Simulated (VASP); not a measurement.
**BeB2: single point with PBEsol**

BeB2, a slab with vacuum:

```
Be B
1.0
     4.10635    0.00000    0.00000
     1.04510    2.73694    0.00000
     0.00000    0.00000   15.29489
Be B
4 8
Direct
  0.00000 0.00000 0.26153
  0.43743 0.28129 0.38595
  0.87485 0.56257 0.51037
  0.31228 0.84386 0.63479
  0.86452 0.56774 0.36521
  0.57290 0.71355 0.28226
  0.30195 0.84903 0.48963
  0.01033 0.99484 0.40668
  0.73937 0.13031 0.61405
  0.44776 0.27612 0.53111
  0.17680 0.41160 0.73847
  0.88518 0.55741 0.65553
```

* Program: VASP 6.6.1
* Task: single point
* Functional: PBEsol
* Potentials or basis: VASP PAW PBE potentials, release 64 (Be, B)
* Cutoff: 520 eV
* k mesh: 6 × 6 × 1
* Occupations: fermi-dirac, width 0.1 eV
* Spin: no spin polarisation
* Dipole correction: yes
* Further INCAR settings: ALGO = Normal; EDIFF = 1e-06; NBANDS = 28

```json
{
  "Largest force": "1.500 eV/Å",
  "Band gap on the k mesh": "zero (bands 16 and 17 overlap by 0.79 eV)"
}
```

Forces in eV/Å, atoms in the order of the input:
```
Be   0.501 -0.191  1.401
Be   0.180 -0.069 -0.221
Be  -0.085  0.032  0.094
Be  -0.230  0.088  0.087
B   -0.460  0.176 -1.053
B   -0.346  0.132 -0.165
B   -0.090  0.034  0.503
B    0.238 -0.091 -0.055
B    0.127 -0.048  0.779
B   -0.248  0.095 -0.596
B    0.206 -0.079 -1.030
B    0.209 -0.080  0.257
```

Levels at points of the mesh, in eV from the Fermi level:
| k point | band 12 | band 13 | band 14 | band 15 | band 16 | band 17 | band 18 | band 19 | band 20 | band 21 |
| --- | --- | --- | --- | --- | --- | --- | --- | --- | --- | --- |
| (0.00, 0.00, 0.00) | -1.96 | -1.60 | -1.50 | -0.75 | -0.67 | 0.01 | 1.33 | 2.96 | 3.60 | 3.83 |
| (0.50, 0.00, 0.00) | -1.91 | -0.82 | -0.17 | -0.07 | 0.55 | 2.27 | 3.81 | 3.84 | 4.54 | 4.55 |
| (0.00, 0.50, 0.00) | -2.98 | -1.99 | -1.43 | -0.96 | -0.40 | -0.25 | 0.48 | 1.56 | 1.78 | 3.10 |

It took 77 s on 1 thread of Intel(R) Xeon(R) Platinum 8259CL CPU @ 2.50GHz (Skylake/Cascade Lake), on a shared host, peak memory 0.29 GiB.

Caveat: the k points lie up to 0.38 Å⁻¹ apart, too coarse for converged energies and pressures of a metal; the PAW data sets were made with another functional, which shifts forces and pressure a little.
